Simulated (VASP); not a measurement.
# Te2Mo in VASP: further runs, part 2 of 2

VASP 6.6.1. The steps go on from the part before.

## Step 5: Relaxation of the atoms, LDA (strain along c alone, the other axes held: +4.5 %)

File INCAR:

```
  ALGO = Normal
  EDIFF = 1E-7
  EDIFFG = -0.008
  ENCUT = 450
  GGA_COMPAT = F
  IBRION = 2
  ISIF = 2
  ISMEAR = 0
  LASPH = T
  LCHARG = F
  LREAL = F
  LWAVE = F
  NELM = 120
  NELMIN = 4
  NSW = 60
  PREC = Accurate
  SIGMA = 0.02
```

File KPOINTS:

```
k-points
0
Gamma
  12 12 2
```

File POSCAR:

```
Te2Mo
1.0
    3.4665480208      0.0000000000      0.0000000000
   -1.7332740104      3.0021186495      0.0000000000
    0.0000000000      0.0000000000     18.3082028371
Te Mo
2 1
Direct
    0.3333333333      0.6666666667      0.9005062624
    0.3333333333      0.6666666667      0.0994937376
    0.0000000000      0.0000000000      0.0000000000
```

Started as:

```sh
cat potpaw_LDA.64/Te/POTCAR potpaw_LDA.64/Mo_sv/POTCAR > POTCAR
mpirun -np 1 vasp_std > vasp.out
```

It took 1.9 min on 1 thread of Intel Xeon Platinum 8488C (Sapphire Rapids), shared host; peak memory 0.28 GiB.

The run converged. Its results:

| Quantity | Value |
| --- | --- |
| Free energy | -20.4715 eV |
| Energy gained by relaxing | 2.4 meV/atom |
| Ionic steps | 3 |
| Band gap on the k mesh | 1.25 eV |

Forces on the atoms (eV/Å):
```
Te   0.000  0.000  0.002
Te   0.000  0.000 -0.002
Mo   0.000  0.000  0.000
```

The path:
| step | energy change (eV) | largest force (eV/Å) | pressure (GPa) |
| --- | --- | --- | --- |
| 1 | 0.0000 | 0.3196 | -0.57 |
| 2 | -0.0066 | 0.1044 | -0.18 |
| 3 | -0.0073 | 0.0020 | 0.00 |

Final structure:
```cif
data_structure
_symmetry_space_group_name_H-M 'P 1'
_symmetry_Int_Tables_number 1
_cell_length_a 3.4665
_cell_length_b 3.4665
_cell_length_c 18.3082
_cell_angle_alpha 90.000
_cell_angle_beta 90.000
_cell_angle_gamma 120.000
_cell_volume 190.53
loop_
_atom_site_label
_atom_site_type_symbol
_atom_site_fract_x
_atom_site_fract_y
_atom_site_fract_z
_atom_site_occupancy
Te1 Te 0.33333 0.66667 0.90174 1
Te2 Te 0.33333 0.66667 0.09826 1
Mo1 Mo 0.00000 0.00000 0.00000 1
```

Levels at points of the mesh, in eV from the valence-band top:
```csv
k point,band 10,band 11,band 12,band 13,band 14,band 15,band 16,band 17
"(0.00, 0.00, 0.00)",-1.64,-0.81,-0.81,-0.60,3.37,3.37,3.68,3.68
"(0.50, 0.00, 0.00)",-2.31,-1.69,-0.76,-0.14,1.59,1.88,3.42,3.92
"(0.00, 0.00, 0.50)",-1.64,-0.81,-0.81,-0.60,3.37,3.37,3.68,3.68
"(0.50, 0.00, 0.50)",-2.31,-1.69,-0.76,-0.14,1.59,1.88,3.42,3.92
```

Caveat: the cell differs from its parent crystal (strain along c alone, the other axes held: +4.5 %); spin-orbit coupling is left out, which moves the levels of the heavy elements.

## Step 6: Relaxation of the atoms, LDA (strain along c alone, the other axes held: +3.0 %)

File INCAR:

```
PREC = Accurate
ENCUT = 450
EDIFF = 1E-7
ISMEAR = 0
SIGMA = 0.02
LREAL = F
LASPH = T
NELM = 120
ALGO = Normal
ISIF = 2
LWAVE = F
LCHARG = F
IBRION = 2
NSW = 60
EDIFFG = -0.008
GGA_COMPAT = F
NELMIN = 4
```

File KPOINTS:

```
regular mesh
0
Gamma
  12 12 2
```

File POSCAR:

```
Te2Mo
1.0
    3.4665480208      0.0000000000      0.0000000000
   -1.7332740104      3.0021186495      0.0000000000
    0.0000000000      0.0000000000     18.0454056671
Te Mo
2 1
Direct
    0.3333333333      0.6666666667      0.8990353849
    0.3333333333      0.6666666667      0.1009646151
    0.0000000000      0.0000000000      0.0000000000
```

Potentials or basis: VASP PAW LDA potentials, release 64 (Te, Mo_sv).

Started as:

```sh
cat potpaw_LDA.64/Te/POTCAR potpaw_LDA.64/Mo_sv/POTCAR > POTCAR
mpirun -np 1 vasp_std > vasp.out
```

OUTCAR:

```text
PREC = Accurate
   ENCUT = 450
   EDIFF = 1E-7
   ISMEAR = 0
   LREAL = F
   LASPH = T
   NELM = 120
   ISIF = 2
   IBRION = 2
   NSW = 60
   EDIFFG = -0.008
   NELMIN = 4

 ion  position               nearest neighbor table
   1  0.333  0.667  0.899-   3 2.71   3 2.71   3 2.71   2 3.64
   2  0.333  0.667  0.101-   3 2.71   3 2.71   3 2.71   1 3.64
   3  0.000  0.000  0.000-   1 2.71   2 2.71   1 2.71   2 2.71   1 2.71   2 2.71

  LATTYP: Found a hexagonal cell.
 ALAT       =     3.4665480208
 C/A-ratio  =     5.2055836408

  Lattice vectors:

 A1 = (   3.4665480208,   0.0000000000,   0.0000000000)
 A2 = (  -1.7332740104,   3.0021186495,   0.0000000000)
 A3 = (   0.0000000000,   0.0000000000,  18.0454056671)

[... 258 lines left out ...]
  free energy    TOTEN  =       -20.47154279 eV

  energy without entropy =      -20.47154279  energy(sigma->0) =      -20.47154279

 E-fermi :   0.1217     XC(G=0):  -4.7704

 val. band max:        0.0313384385   @ k =   0.3333   0.3333   0.0000
 cond. band min:       1.2769341468   @ k =   0.3333   0.3333   0.5000
 fundamental gap:      1.2455957083
 Fermi energy:         0.1216929643

 k-point     1 :       0.0000    0.0000    0.0000
  band No.  band energies     occupation
      1     -60.1971      2.00000
      2     -34.5940      2.00000
      3     -34.4123      2.00000
      4     -34.4123      2.00000
      5     -12.8341      2.00000
      6     -11.8478      2.00000
[... 457 lines left out ...]
      4     -34.4398      2.00000
      5     -11.3914      2.00000
      6     -10.8657      2.00000
[... 9 lines left out ...]
     16       2.8169      0.00000
     17       3.9033      0.00000

 [... further k-points ...]

------------------------ aborting loop because EDIFF is reached ----------------------------------------

  FORCE on cell =-STRESS in cart. coord.  units (eV):
  Direction    XX          YY          ZZ          XY          YZ          ZX
  --------------------------------------------------------------------------------------
  -------------------------------------------------------------------------------------
  Total        0.0173251      0.0173251     -0.0398593      0.0000000      0.0000000      0.0000000
  in kB        0.1478071      0.1478071     -0.3400548      0.0000000      0.0000000      0.0000000
  external PRESSURE =      -0.0148135 kB  Pullay stress =       0.0000000 kB
[... 18 lines left out ...]
  FREE ENERGIE OF THE ION-ELECTRON SYSTEM (eV)
  ---------------------------------------------------
  free  energy   TOTEN  =       -20.4715427916 eV

  energy  without entropy=      -20.4715427916  energy(sigma->0) =      -20.47154279

 reached required accuracy - stopping structural energy minimisation
```

OSZICAR:

```text
N       E                     dE             d eps       ncg     rms          rms(c)
DAV:   1     0.136420396711E+03    0.13642E+03   -0.10992E+04  1764   0.110E+03
DAV:   2    -0.138309756161E+02   -0.15025E+03   -0.14801E+03  1807   0.253E+02
DAV:   3    -0.210291036244E+02   -0.71981E+01   -0.71723E+01  1741   0.493E+01
[... 35 lines left out ...]
DAV:   2    -0.204715652519E+02   -0.13988E-03   -0.27094E-03  1352   0.290E-01    0.122E-01
DAV:   3    -0.204715497010E+02    0.15551E-04   -0.27979E-04  1628   0.109E-01    0.587E-02
DAV:   4    -0.204715549242E+02   -0.52232E-05   -0.19249E-04  1429   0.757E-02    0.418E-02
DAV:   5    -0.204715424561E+02    0.12468E-04   -0.77772E-05  1446   0.528E-02    0.311E-03
DAV:   6    -0.204715428362E+02   -0.38010E-06   -0.24944E-06  1567   0.988E-03    0.577E-03
DAV:   7    -0.204715427916E+02    0.44564E-07   -0.91090E-08   948   0.208E-03
   3 F= -.20471543E+02 E0= -.20471543E+02  d E =-.759472E-02
```

It took 4.1 min on 1 thread of Intel Xeon Platinum 8259CL at 2.50GHz (Skylake/Cascade Lake), shared host; peak memory 0.28 GiB.

Results:

```yaml
Free_energy: -20.4715 eV
Energy_gained_by_relaxing: 2.5 meV/atom
Ionic_steps: 3
Band_gap_on_the_k_mesh: 1.25 eV
```

Forces on the atoms (eV/Å):
```
Te   0.000  0.000  0.003
Te   0.000  0.000 -0.003
Mo   0.000  0.000  0.000
```

Step by step:
```csv
step,energy change (eV),largest force (eV/Å),pressure (GPa)
1,0.0000,0.3248,-0.58
2,-0.0068,0.1062,-0.19
3,-0.0076,0.0025,0.00
```

Final structure:
```cif
data_structure
_symmetry_space_group_name_H-M 'P 1'
_symmetry_Int_Tables_number 1
_cell_length_a 3.4665
_cell_length_b 3.4665
_cell_length_c 18.0454
_cell_angle_alpha 90.000
_cell_angle_beta 90.000
_cell_angle_gamma 120.000
_cell_volume 187.80
loop_
_atom_site_label
_atom_site_type_symbol
_atom_site_fract_x
_atom_site_fract_y
_atom_site_fract_z
_atom_site_occupancy
Te1 Te 0.33333 0.66667 0.90030 1
Te2 Te 0.33333 0.66667 0.09970 1
Mo1 Mo 0.00000 0.00000 0.00000 1
```

Caveat: the cell differs from its parent crystal (strain along c alone, the other axes held: +3.0 %); spin-orbit coupling is left out, which moves the levels of the heavy elements.

## Step 7: Summary

```csv
task,cell,cutoff (eV),gap on the mesh (eV),largest force (eV/Å)
single point,"a = 3.415, b = 3.415, c = 17.257 Å, angles 90.0, 90.0, 120.0°, 3 atoms, atomic positions A",520,1.26,0.06
single point,"a = 3.467, b = 3.467, c = 17.520 Å, angles 90.0, 90.0, 120.0°, 3 atoms, atomic positions B",520,1.24,0.05
single point,"a = 3.519, b = 3.519, c = 17.783 Å, angles 90.0, 90.0, 120.0°, 3 atoms, atomic positions C",520,1.11,0.06
relaxation of the atoms,"atoms relaxed from a = 3.467, b = 3.467, c = 18.308 Å, angles 90.0, 90.0, 120.0°, 3 atoms, atomic positions C",450,1.25,-
relaxation of the atoms,"atoms relaxed from a = 3.467, b = 3.467, c = 18.045 Å, angles 90.0, 90.0, 120.0°, 3 atoms, atomic positions D",450,1.25,-
```

Alike in all rows: level LDA; potentials or basis VASP PAW LDA potentials, release 64 (Te, Mo_sv); no spin polarisation; k mesh 12 × 12 × 2; smearing gaussian 0.02 eV.

Caveats: spin-orbit coupling is left out, which moves the levels of the heavy elements.

Absolute energies hang on the potentials; compare differences alone.
